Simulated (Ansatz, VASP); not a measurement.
## Fe: VASP and Ansatz over several settings

```
CELL_PARAMETERS angstrom
-1.45256 1.45256 1.45256
1.45256 -1.45256 1.45256
1.45256 1.45256 -1.45256
ATOMIC_POSITIONS crystal
Fe 0.00000 0.00000 0.00000
```

Single points on this cell with VASP 6.6.1 and Ansatz 0.2.0. Each row is one pair of runs. Alike in all rows: spin: collinear, typed start; k mesh: 13 × 13 × 13; VASP's potentials, cutoff: VASP PAW PBE potentials, release 64 (Fe_sv), 690 eV.

```tsv
level	smearing	Ansatz's potentials, cutoff	gap on the k mesh at the Fermi level (eV), VASP	gap on the k mesh at the Fermi level (eV), Ansatz	pressure (GPa), VASP	pressure (GPa), Ansatz	net moment per atom (μB), VASP	net moment per atom (μB), Ansatz
b88 exchange, pbe correlation	fermi-dirac, width 0.05 eV	Ansatz PAW, 420 eV	none	none	-13.3	-12.0	2.31	2.30
PBEsol+D3(BJ)	methfessel-paxton of order 1, width 0.1 eV	SSSP efficiency PAW, 1225 eV	none	none	-24.8	-23.2	2.33	2.33
BLYP+D4	fermi-dirac, width 0.05 eV	Ansatz PAW, 420 eV	none	none	-14.3	-13.3	2.26	2.26
PBEsol+D4	fermi-dirac, width 0.05 eV	Ansatz PAW, 420 eV	none	?	-23.2	?	2.33	?
```

Q: Fill in what Ansatz gave in row 4.

A: gap on the k mesh at the Fermi level (eV): none; pressure (GPa): -21.9; net moment per atom (μB): 2.33.

A gap of «none» marks a metal or a gap that the smearing closes.
